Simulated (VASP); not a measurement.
# Au in VASP: single point with r2SCAN+rVV10

Aim: the single point of Au with r2SCAN+rVV10.

Everything below comes from runs of VASP 6.6.1. Logs are shortened: lines on timing, memory, paths and dates and some standing lists are left out, and cuts for length are marked.

### 1 The cell of the first run

The cell holds a slab with vacuum, 5 atoms: a = 2.889 Å, b = 2.889 Å, c = 33.369 Å, α = 90.00°, β = 90.00°, γ = 120.00°.

### 2 Single point, r2SCAN+rVV10

Contents of POSCAR:

```
Au
1.0
    2.8893233582      0.0000000000      0.0000000000
   -1.4446616791      2.5022274279      0.0000000000
    0.0000000000      0.0000000000     33.3688164907
Au
5
Direct
    0.0000000000      0.0000000000      0.2097766938
    0.6666666667      0.3333333333      0.2822344397
    0.3333333333      0.6666666667      0.3533983757
    0.0000000000      0.0000000000      0.4245826793
    0.6666666667      0.3333333333      0.4968007955
```

Contents of INCAR.step1:

```
SYSTEM = Au
ALGO = Normal
DIPOL = 0.5 0.5 0.353
EDIFF = 1E-5
ENCUT = 440
GGA = PE
GGA_COMPAT = .False.
IDIPOL = 3
ISMEAR = 1
LASPH = .True.
LCHARG = .False.
LDIPOL = .True.
LREAL = .False.
LWAVE = .True.
NBANDS = 36
NELM = 120
NELMDL = -8
PREC = Accurate
SIGMA = 0.1
```

Contents of INCAR.step2:

```
SYSTEM = Au
ALGO = Normal
BPARAM = 11.95
CPARAM = 0.0093
DIPOL = 0.5 0.5 0.353
EDIFF = 1E-6
ENCUT = 440
GGA_COMPAT = .False.
IDIPOL = 3
ISIF = 2
ISMEAR = 1
ISTART = 1
IVDW_NL = 2
LASPH = .True.
LCHARG = .False.
LDIPOL = .True.
LMIXTAU = .True.
LREAL = .False.
LUSE_VDW = .True.
LWAVE = .False.
METAGGA = R2SCAN
NBANDS = 36
NELM = 120
PREC = Accurate
SIGMA = 0.1
```

Contents of KPOINTS:

```
k-points
0
Gamma
  15 15 1
  0 0 0
```

Potentials or basis: VASP PAW PBE potentials, release 64 (Au).

On the command line:

```bash
cat potpaw_PBE.64/Au/POTCAR > POTCAR
cp INCAR.step1 INCAR
mpirun -np 1 vasp_std > vasp.out
cp INCAR.step2 INCAR
mpirun -np 1 vasp_std > vasp.out
```

OUTCAR:

```text
SYSTEM = Au
   BPARAM = 11.95
   EDIFF = 1E-6
   ENCUT = 440
   ISIF = 2
   ISMEAR = 1
   ISTART = 1
   IVDW_NL = 2
   LASPH = .True.
   LREAL = .False.
   METAGGA = R2SCAN
   NELM = 120
   PREC = Accurate

 ion  position               nearest neighbor table
   1  0.000  0.000  0.210-   2 2.94   2 2.94   2 2.94
   2  0.667  0.333  0.282-   3 2.90   3 2.90   3 2.90   1 2.94   1 2.94   1 2.94
   3  0.333  0.667  0.353-   2 2.90   2 2.90   2 2.90   4 2.90   4 2.90   4 2.90
   4  0.000  0.000  0.425-   3 2.90   3 2.90   3 2.90   5 2.93   5 2.93   5 2.93
   5  0.667  0.333  0.497-   4 2.93   4 2.93   4 2.93

  LATTYP: Found a hexagonal cell.
 ALAT       =     2.8893233582
 C/A-ratio  =    11.5490072774

  Lattice vectors:

 A1 = (   2.8893233582,   0.0000000000,   0.0000000000)
 A2 = (  -1.4446616791,   2.5022274279,   0.0000000000)
 A3 = (   0.0000000000,   0.0000000000,  33.3688164907)

Analysis of symmetry for initial positions (statically):
=====================================================================
 Subroutine PRICEL returns:
 Original cell was already a primitive cell.

 Routine SETGRP: Setting up the symmetry group for a
 hexagonal supercell.

 Subroutine GETGRP returns: Found  6 space group operations
 (whereof  6 operations were pure point group operations)
 out of a pool of 24 trial point group operations.

The static configuration has the point symmetry C_3v.

Analysis of symmetry for dynamics (positions and initial velocities):
=====================================================================
 Subroutine PRICEL returns:
 Original cell was already a primitive cell.

 Routine SETGRP: Setting up the symmetry group for a
 hexagonal supercell.

 Subroutine GETGRP returns: Found  6 space group operations
 (whereof  6 operations were pure point group operations)
 out of a pool of 24 trial point group operations.

The dynamic configuration has the point symmetry C_3v.

 Subroutine INISYM returns: Found  6 space group operations
 (whereof  6 operations are pure point group operations),
 and found     1 'primitive' translations

----------------------------------------------------------------------------------------

                                     Primitive cell

  volume of cell :     241.2480

  direct lattice vectors                    reciprocal lattice vectors
     2.889323358  0.000000000  0.000000000     0.346101795  0.199821964  0.000000000
    -1.444661679  2.502227428  0.000000000     0.000000000  0.399643929  0.000000000
     0.000000000  0.000000000 33.368816491     0.000000000  0.000000000  0.029968099

  length of vectors
     2.889323358  2.889323358 33.368816491     0.399643929  0.399643929  0.029968099

  position of ions in fractional coordinates (direct lattice)
     0.000000000  0.000000000  0.209776694
     0.666666667  0.333333333  0.282234440
     0.333333333  0.666666667  0.353398376
     0.000000000  0.000000000  0.424582679
     0.666666667  0.333333333  0.496800796

  ion indices of the primitive-cell ions
   primitive index   ion index
                 1           1
                 2           2
                 3           3
                 4           4
                 5           5

----------------------------------------------------------------------------------------

 KPOINTS: k-points

Automatic generation of k-mesh.
 Grid dimensions read from file:
 generate k-points for:   15   15    1

 Generating k-lattice:

  Cartesian coordinates                     Fractional coordinates (reciprocal lattice)
     0.023073453  0.013321464  0.000000000     0.066666667  0.000000000  0.000000000
     0.000000000  0.026642929  0.000000000     0.000000000  0.066666667  0.000000000
     0.000000000  0.000000000  0.029968099     0.000000000  0.000000000  1.000000000

  Length of vectors
     0.026642929  0.026642929  0.029968099

  Shift w.r.t. Gamma in fractional coordinates (k-lattice)
     0.000000000  0.000000000  0.000000000

 Subroutine IBZKPT returns following result:
 ===========================================

 Found     27 irreducible k-points:

 Following reciprocal coordinates:
            Coordinates               Weight
  0.000000  0.000000  0.000000      1.000000
  0.066667  0.000000  0.000000      6.000000
  0.133333  0.000000  0.000000      6.000000
  0.200000  0.000000  0.000000      6.000000
  0.266667  0.000000  0.000000      6.000000
  0.333333 -0.000000  0.000000      6.000000
[... 16 lines left out ...]
  0.333333  0.200000  0.000000     12.000000
  0.400000  0.200000  0.000000      6.000000
 [... further k-points ...]
   k-points           NKPTS =     27   k-points in BZ     NKDIM =     27   number of bands    NBANDS=     36
   number of dos      NEDOS =    301   number of ions     NIONS =      5
   total plane-waves  NPLWV =  96000
   dimension x,y,z NGX =    20 NGY =   20 NGZ =  240
   dimension x,y,z NGXF=    40 NGYF=   40 NGZF=  480
   ions per type =               5
   NGX,Y,Z   is equivalent  to a cutoff of  11.51, 11.51, 11.96 a.u.
   NGXF,Y,Z  is equivalent  to a cutoff of  23.02, 23.02, 23.91 a.u.
 SYSTEM =  Au
   PREC   = accura    normal or accurate (medium, high low for compatibility)
   ISTART =      1    job   : 0-new  1-cont  2-samecut
   ICHARG =      0    charge: 1-file 2-atom 10-const
   ISPIN  =      1    spin polarized calculation?
   LNONCOLLINEAR =      F non collinear calculations
   LSORBIT =      F    spin-orbit coupling
   LASPH  =      T    aspherical Exc in radial PAW
   ENCUT  =  440.0 eV  32.34 Ry    5.69 a.u.   4.94  4.94 57.07*2*pi/ulx,y,z
   NELM   =    120;   NELMIN=  2; NELMDL=  0     # of ELM steps
   EDIFF  = 0.1E-05   stopping-criterion for ELM
   LREAL  =      F    real-space projection
   EDIFFG = 0.1E-04   stopping-criterion for IOM
   NSW    =      0    number of steps for IOM
   IBRION =     -1    ionic relax: 0-MD 1-quasi-New 2-CG
   NFREE  =      0    steps in history (QN), initial steepest desc. (CG)
   ISIF   =      2    stress and relaxation
   ISYM   =      2    0-nonsym 1-usesym 2-fastsym
   POTIM  = 0.5000    time-step for ionic-motion
   TEBEG  =    0.0;   TEEND  =   0.0 temperature during run
   PSTRESS=    0.0 pullay stress
   NELECT =      55.0000    total number of electrons
   NUPDOWN=      -1.0000    fix difference up-down
   EMIN   =  10.00;   EMAX   =-10.00  energy-range for DOS
   EFERMI =   0.00;   METHOD = LEGACY
   ISMEAR =     1;   SIGMA  =   0.10  broadening in eV -4-tet -1-fermi 0-gaus
   EFERMI_NEDOS =   21; number of points for ismear=-14 and -15
   IALGO  =     38    algorithm
   IMIX   =      4    mixing-type and parameters
     AMIX     =   0.40;   BMIX     =  1.00
     AMIX_MAG =   1.60;   BMIX_MAG =  1.00
  volume/ion in A,a.u.               =      48.25       325.60
  Fermi-wavevector in a.u.,A,eV,Ry     =   1.000095  1.889905 13.608405  1.000190
  Thomas-Fermi vector in A             =   2.132428
   LORBIT       =      0    0 simple, 1 ext, 2 COOP (PROOUT), +10 PAW based schemes
   METAGGA = R2SCAN    functional components
   LHFCALC =     F    Hartree Fock is set to
   AEXX    =    0.0000 exact exchange contribution
   IVDW_NL    =     2    kernel type
   BPARAM     =11.9500
   IVDW    =     0    specifies the selected vdW correction
   LEPSILON=     F    determine dielectric tensor
   LRPA    =     F    only Hartree local field effects (RPA)
 non-spin polarized calculation
 Methfessel and Paxton  Order N= 1 SIGMA  =   0.10
  energy-cutoff  :      440.00
  volume of cell :      241.25
 maximum number of plane-waves:      5135
 NGX is ok and might be reduce to    20
   NGX =  9   NGY =  9   NGZ =115

 dipolmoment           0.000000      0.000000      0.000802 electrons x Angstroem

 number of electron      55.0000001 magnetization

 dipolmoment           0.000000      0.000000     -0.000170 electrons x Angstroem

 Free energy of the ion-electron system (eV)
  ---------------------------------------------------
  ext. energy  EPLUGINS =         0.00000000
  ---------------------------------------------------
  free energy    TOTEN  =      -250.93863429 eV

  energy without entropy =     -250.93816783  energy(sigma->0) =     -250.93847880

 E-fermi :  -0.1940     XC(G=0):  -5.3075

 val. band max:       -0.2303016059   @ k =   0.1333   0.0000   0.0000
 cond. band min:      -0.1421726141   @ k =   0.3333  -0.0000   0.0000
 fundamental gap:      0.0881289918
 Fermi energy:        -0.1940480104

 k-point     1 :       0.0000    0.0000    0.0000
  band No.  band energies     occupation
      1      -9.8332      2.00000
      2      -8.9064      2.00000
      3      -8.0212      2.00000
      4      -7.5090      2.00000
      5      -7.4520      2.00000
      6      -5.1689      2.00000
[... 28 lines left out ...]
     35       5.7864      0.00000
     36       5.9005      0.00000

 k-point     2 :       0.0667    0.0000    0.0000
  band No.  band energies     occupation
      1      -9.6915      2.00000
      2      -8.7672      2.00000
      3      -7.8830      2.00000
      4      -7.3836      2.00000
      5      -7.3180      2.00000
      6      -5.2139      2.00000
[... 28 lines left out ...]
     35       5.8909      0.00000
     36       6.0041      0.00000

 k-point     3 :       0.1333    0.0000    0.0000
  band No.  band energies     occupation
      1      -9.2826      2.00000
      2      -8.3731      2.00000
      3      -7.5005      2.00000
      4      -7.0401      2.00000
      5      -6.9500      2.00000
      6      -5.4640      2.00000
[... 28 lines left out ...]
     35       6.2069      0.00000
     36       6.3151      0.00000

 k-point     4 :       0.2000    0.0000    0.0000
  band No.  band energies     occupation
      1      -8.6669      2.00000
      2      -7.8177      2.00000
      3      -7.0229      2.00000
      4      -6.6239      2.00000
      5      -6.4834      2.00000
      6      -5.7958      2.00000
[... 28 lines left out ...]
     35       6.7350      0.00000
     36       6.8363      0.00000

 k-point     5 :       0.2667    0.0000    0.0000
  band No.  band energies     occupation
      1      -7.9940      2.00000
      2      -7.3172      2.00000
      3      -6.8027      2.00000
      4      -6.4474      2.00000
      5      -6.2412      2.00000
      6      -6.0873      2.00000
[... 655 lines left out ...]
 k-point    22 :       0.2667    0.2000    0.0000
  band No.  band energies     occupation
      1      -6.7590      2.00000
      2      -6.6406      2.00000
      3      -6.2754      2.00000
      4      -6.2205      2.00000
      5      -6.0303      2.00000
      6      -5.8338      2.00000
[... 28 lines left out ...]
     35       7.7631      0.00000
     36       7.8893      0.00000

 k-point    23 :       0.3333    0.2000    0.0000
  band No.  band energies     occupation
      1      -6.7337      2.00000
      2      -6.6971      2.00000
      3      -6.3493      2.00000
      4      -6.1351      2.00000
      5      -6.0911      2.00000
      6      -5.8802      2.00000
[... 28 lines left out ...]
     35       7.2373      0.00000
     36       7.6916      0.00000

 k-point    24 :       0.4000    0.2000    0.0000
  band No.  band energies     occupation
      1      -6.7371      2.00000
      2      -6.7291      2.00000
      3      -6.3798      2.00000
      4      -6.1340      2.00000
      5      -6.1082      2.00000
      6      -5.8694      2.00000
[... 28 lines left out ...]
     35       6.2198      0.00000
     36       8.1036      0.00000

 [... further k-points ...]

------------------------ aborting loop because EDIFF is reached ----------------------------------------

 vacuum level on the upper side and lower side of the slab       (xc-potential included)         0.037         0.037

  FORCE on cell =-STRESS in cart. coord.  units (eV):
  Direction    XX          YY          ZZ          XY          YZ          ZX
  --------------------------------------------------------------------------------------
  -------------------------------------------------------------------------------------
  Total       -2.2590302     -2.2590302      0.4339851      0.0000000      0.0000000      0.0000000
  in kB      -15.0026816    -15.0026816      2.8821836      0.0000000      0.0000000      0.0000000
  external PRESSURE =      -9.0410599 kB  Pullay stress =       0.0000000 kB

 VOLUME and BASIS-vectors are now :
 -----------------------------------------------------------------------------
  energy-cutoff  :      440.00
  volume of cell :      241.25
      direct lattice vectors                 reciprocal lattice vectors
     2.889323358  0.000000000  0.000000000     0.346101795  0.199821964  0.000000000
    -1.444661679  2.502227428  0.000000000     0.000000000  0.399643929  0.000000000
     0.000000000  0.000000000 33.368816491     0.000000000  0.000000000  0.029968099

 POSITION                                       TOTAL-FORCE (eV/Angst)
 -----------------------------------------------------------------------------------
      0.00000      0.00000      7.00000        -0.000000      0.000000     -0.031334
      1.44466      0.83408      9.41783        -0.000000     -0.000000     -0.017366
     -0.00000      1.66815     11.79249        -0.000000     -0.000000      0.003135
      0.00000      0.00000     14.16782         0.000000     -0.000000     -0.011236
      1.44466      0.83408     16.57765        -0.000000     -0.000000      0.056801
 -----------------------------------------------------------------------------------
    total drift:                                0.000000     -0.000000      0.000225

  FREE ENERGIE OF THE ION-ELECTRON SYSTEM (eV)
  ---------------------------------------------------
  free  energy   TOTEN  =      -250.9386342866 eV

  energy  without entropy=     -250.9381678348  energy(sigma->0) =     -250.93847880

 vacuum level on the upper side and lower side of the slab         5.157         5.165
```

It took 50 min on 1 thread of Oxide Virtual Turin-like, shared host; peak memory 0.71 GiB.

What came out:

```
Free energy            : -250.9386 eV
Largest force          : 0.057 eV/Å
Band gap on the k mesh : zero (an odd number of electrons rules out a gap without spin polarisation)
```

Forces on the atoms (eV/Å):
```
Au   0.000  0.000 -0.031
Au   0.000  0.000 -0.017
Au   0.000  0.000  0.003
Au   0.000  0.000 -0.011
Au   0.000  0.000  0.057
```

Caveat: the PAW data sets were made with another functional, which shifts forces and pressure a little; spin-orbit coupling is left out, which moves the levels of the heavy elements.

The gap in the log of VASP goes by the Fermi energy; the results here count the filled bands.